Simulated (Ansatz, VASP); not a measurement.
**Br: VASP beside Ansatz**

```
Br
1.0
     5.28547   -2.35838    0.00000
     5.28547    2.35838    0.00000
     0.00000    0.00000    8.97019
Br
4
Direct
  0.87667 0.12333 0.11440
  0.62333 0.37667 0.61440
  0.12333 0.87667 0.88560
  0.37667 0.62333 0.38560
```

Alike in both runs: functional revPBE; k mesh 5 × 5 × 2; occupations fermi-dirac, width 0.05 eV; no spin polarisation.

Ansatz relaxed the structure, and its values are those at the end. VASP's run is a single point on that final structure, the one shown.

|  | VASP | Ansatz |
| --- | --- | --- |
| version | VASP 6.6.1 | Ansatz 0.2.0 |
| potentials or method | VASP PAW PBE potentials, release 64 (Br), cutoff 520 eV | plane waves (420 eV) with PAW, scalar-relativistic |
| valence electrons in the cell | 28 | 28 |

```tsv
	VASP	Ansatz	Ansatz less VASP
pressure (GPa)	0.0	0.0	0.00
```

VASP's potentials were made for PBE, not for revPBE. With one functional, cell and mesh, what is left measures potentials, basis and numerics.
